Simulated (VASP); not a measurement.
Write the native input for VASP 6.6.1 that does the following.

- Task: relaxation of the atoms
- Functional: PBE
- Potentials or basis: VASP PAW PBE potentials, release 64 (W_sv, C)
- Cutoff: 520 eV
- k mesh: 9 × 9 × 1
- Occupations: gaussian, width 0.1 eV
- Spin: no spin polarisation
- Dipole correction: yes
- Atoms held fixed (from 0): [0, 1, 2]
- Further INCAR settings: ALGO = Fast; EDIFF = 1e-07; IBRION = 2; EDIFFG = -0.025; NSW = 36
- Atoms held along some axes (from 0): atom 3 along a and b

The structure of W3C lies in POSCAR:

```
W3C
1.0
    2.8547213223      0.0000000000      0.0000000000
   -1.4273606611      2.4722611858      0.0000000000
    0.0000000000      0.0000000000     20.1973423164
W C
3 1
Selective dynamics
Direct
    0.6666666667      0.3333333333      0.1980458586  F F F
    0.3333333333      0.6666666667      0.3143385340  F F F
    0.0000000000      0.0000000000      0.4306181566  F F F
    0.0000000000      0.3333333333      0.5164515624  F F T
```

One way to write it, as run:

INCAR

```
  ALGO = Fast
  DIPOL = 0.5 0.5 0.365
  EDIFF = 1E-7
  EDIFFG = -0.025
  ENCUT = 520
  GGA = PE
  IBRION = 2
  IDIPOL = 3
  ISIF = 2
  ISMEAR = 0
  LASPH = True
  LCHARG = False
  LDIPOL = True
  LREAL = False
  LWAVE = False
  NELM = 100
  NSW = 36
  PREC = Accurate
  SIGMA = 0.1
```

KPOINTS

```
k-points
0
Gamma
  9 9 1
```

Potentials or basis: VASP PAW PBE potentials, release 64 (W_sv, C).

The run is started by

```bash
$ cat potpaw_PBE.64/W_sv/POTCAR potpaw_PBE.64/C/POTCAR > POTCAR
$ mpirun -np 1 vasp_std > vasp.out
```

Results of the run:

- Energy gained by relaxing: 44.4 meV/atom
- Ionic steps: 4
- Band gap on the k mesh: zero (bands 23 and 24 overlap by 0.78 eV)

Caveat: spin-orbit coupling is left out, which moves the levels of the heavy elements.

It took 22 min on 1 thread of Oxide Virtual Turin-like Processor, with other jobs on the host, peak memory 0.34 GiB.
